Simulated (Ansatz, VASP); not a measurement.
**Two plane-wave programs on Ge**

```
CELL_PARAMETERS angstrom
2.82440 0.00000 0.00000
-1.41220 2.44601 0.00000
0.00000 0.00000 2.61686
ATOMIC_POSITIONS crystal
Ge 0.00000 0.00000 0.00000
```

Alike in both runs: functional PBEsol; k mesh 9 × 9 × 6; occupations gaussian, width 0.1 eV; no spin polarisation.

Ansatz relaxed the structure, and its values are those at the end. VASP's run is a single point on that final structure, the one shown.

```csv
,VASP,Ansatz
version,VASP 6.6.1,Ansatz 0.2.0
potentials or method,"VASP PAW PBE potentials, release 64 (Ge_d), cutoff 520 eV","scalar-relativistic, plane waves, PAW"
valence electrons in the cell,14,14
```

|  | VASP | Ansatz | Ansatz less VASP |
| --- | --- | --- | --- |
| gap on the k mesh at the Fermi level (eV) | none | none | - |
| pressure (GPa) | -0.1 | 0.0 | +0.11 |

VASP's potentials were made for PBE, not for PBEsol. A gap of «none» marks a metal or a gap that the smearing closes. The functional is the same, so the differences come from potentials, cutoffs and numerics.

The k mesh is coarse, so the values compare programs but aren't converged.
